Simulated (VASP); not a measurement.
A run of VASP 6.6.1 is set up as follows.

INCAR

```
  PREC = Accurate
  ENCUT = 520
  EDIFF = 1E-6
  ISMEAR = 0
  SIGMA = 0.1
  LREAL = False
  LASPH = True
  NELM = 80
  ALGO = Fast
  ISIF = 2
  LWAVE = False
  LCHARG = False
  GGA = PE
  IVDW = 12
  NBANDS = 30
```

The input KPOINTS:

```
regular mesh
0
Gamma
  4 4 4
```

File POSCAR:

```
In3As
1.0
    4.6716810000      0.0000000000      0.0000000000
    0.0000000000      4.6716810000      0.0000000000
    0.0000000000      0.0000000000      4.6716810000
In As
3 1
Direct
    0.0000000000      0.5000000000      0.5000000000
    0.5000000000      0.0000000000      0.5000000000
    0.5000000000      0.5000000000      0.0000000000
    0.0000000000      0.0000000000      0.0000000000
```

Potentials or basis: VASP PAW PBE potentials, release 64 (In_d, As).

Launch:

```console
$ cat potpaw_PBE.64/In_d/POTCAR potpaw_PBE.64/As/POTCAR > POTCAR
$ mpirun -np 1 vasp_std > vasp.out
```

Question: Estimate the pressure.

Answer: -2.3 GPa.

Question: Predict the band gap on the k mesh.

Answer: Zero (bands 22 and 23 overlap by 3.80 eV).

Question: Estimate the dispersion energy per atom.

Answer: -0.349 eV.

Caveat: spin-orbit coupling is left out, which moves the levels of the heavy elements.
